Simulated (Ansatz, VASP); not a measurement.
## Two plane-wave programs on MgMo

```
Mg Mo
1.0
     1.40785   -0.81282    4.87623
     0.00000    1.62565    4.87623
    -1.40785   -0.81282    4.87623
Mg Mo
1 1
Cartesian
  0.0000 0.0000 0.0000
  0.0000 0.0000 7.3143
```

Alike in both runs: functional PBEsol; k mesh 13 × 13 × 13; occupations fermi-dirac, width 0.03 eV; no spin polarisation.

Ansatz relaxed the structure, and its values are those at the end. VASP's run is a single point on that final structure, the one shown.

```csv
,VASP,Ansatz
version,VASP 6.6.1,Ansatz 0.2.0
potentials or method,"VASP PAW PBE potentials, release 64 (Mg, Mo_sv)","PAW with Ansatz's default frozen-core files, scalar-relativistic"
plane-wave cutoff (eV),520,420
valence electrons in the cell,16,24
```

|  | VASP | Ansatz | Ansatz less VASP |
| --- | --- | --- | --- |
| pressure (GPa) | 0.2 | 0.0 | -0.23 |

VASP's potentials were made for PBE, not for PBEsol. VASP's potentials hold 16 valence electrons a cell and Ansatz's 24, so a difference there can come from the potentials and not from the codes.
